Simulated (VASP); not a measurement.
A run of VASP 6.6.1 is set up as follows.

POSCAR

```
NaCl
1.0
    3.4595458397      0.0000000000      0.0000000000
    0.0000000000      3.4595458397      0.0000000000
    0.0000000000      0.0000000000      3.4595458397
Na Cl
1 1
Direct
    0.0000000000      0.0000000000      0.0000000000
    0.5000000000      0.5000000000      0.5000000000
```

Contents of INCAR.step1:

```
SYSTEM = NaCl
PREC = Accurate
ENCUT = 520
EDIFF = 1E-5
ISMEAR = 0
SIGMA = 0.01
LREAL = .FALSE.
LASPH = .TRUE.
NELM = 100
ALGO = Normal
ISIF = 2
LWAVE = .TRUE.
NBANDS = 14
GGA = PE
```

The input INCAR.step2:

```
SYSTEM = NaCl
PREC = Accurate
ENCUT = 520
EDIFF = 1E-6
ISMEAR = 0
SIGMA = 0.01
LREAL = .FALSE.
LASPH = .TRUE.
NELM = 100
ALGO = Normal
ISIF = 2
LWAVE = .FALSE.
LCHARG = .TRUE.
GGA = PE
LHFCALC = .TRUE.
AEXX = 1.0
HFSCREEN = 0.2078
PRECFOCK = Normal
LELF = .TRUE.
LVHAR = .TRUE.
NBANDS = 14
ISTART = 1
ALDAC = 1.0
AGGAC = 1.0
```

The input KPOINTS:

```
Automatic mesh
0
G
  4 4 4
  0 0 0
```

Potentials or basis: VASP PAW PBE potentials, release 64 (Na_pv, Cl).

Command:

```bash
$ cat potpaw_PBE.64/Na_pv/POTCAR potpaw_PBE.64/Cl/POTCAR > POTCAR
$ cp INCAR.step1 INCAR
$ mpirun -np 1 vasp_std > vasp.out
$ cp INCAR.step2 INCAR
$ mpirun -np 1 vasp_std > vasp.out
```

(1) Predict the pressure.

(2) What does it give for the band gap on the k mesh?

Answers

(1) -0.9 GPa.

(2) 9.64 eV, indirect (least direct gap 10.32 eV).

Caveat: the k points lie up to 0.45 Å⁻¹ apart; the PAW data sets were made with another functional, which shifts forces and pressure a little.
